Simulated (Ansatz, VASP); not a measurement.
## Two plane-wave programs on BeAu2S2

```
CELL_PARAMETERS angstrom
-1.57303 2.36097 7.53036
1.57303 -2.36097 7.53036
1.57303 2.36097 -7.53036
ATOMIC_POSITIONS crystal
Be 0.00000 0.00000 0.00000
S 0.73019 0.50000 0.23019
S 0.26981 0.50000 0.76981
Au 0.24901 0.74901 0.50000
Au 0.75099 0.25099 0.50000
```

Change from the starting cell: species swapped into the Lu2AlSi2 type (Immm, No. 71).

Alike in both runs: functional PBE; k mesh 6 × 6 × 6; occupations gaussian, width 0.1 eV; no spin polarisation.

Ansatz relaxed the structure, and its values are those at the end. VASP's run is a single point on that final structure, the one shown.

```csv
,VASP,Ansatz
version,VASP 6.6.1,Ansatz 0.2.0
potentials or method,"VASP PAW PBE potentials, release 64 (Be, S, Au), cutoff 520 eV","scalar-relativistic, plane waves, PAW"
valence electrons in the cell,36,52
```

```tsv
	VASP	Ansatz	Ansatz less VASP
gap on the k mesh at the Fermi level (eV)	none	none	-
pressure (GPa)	-0.1	0.0	+0.09
rms of the force components (eV/Å)	0.011	0.001	-0.0105
```

A gap of «none» marks a metal or a gap that the smearing closes. With one functional, cell and mesh, what is left measures potentials, basis and numerics. VASP's potentials hold 36 valence electrons a cell and Ansatz's 52, so a difference there can come from the potentials and not from the codes.

The k mesh is coarse, so the values compare programs but aren't converged. Spin-orbit coupling is off throughout.
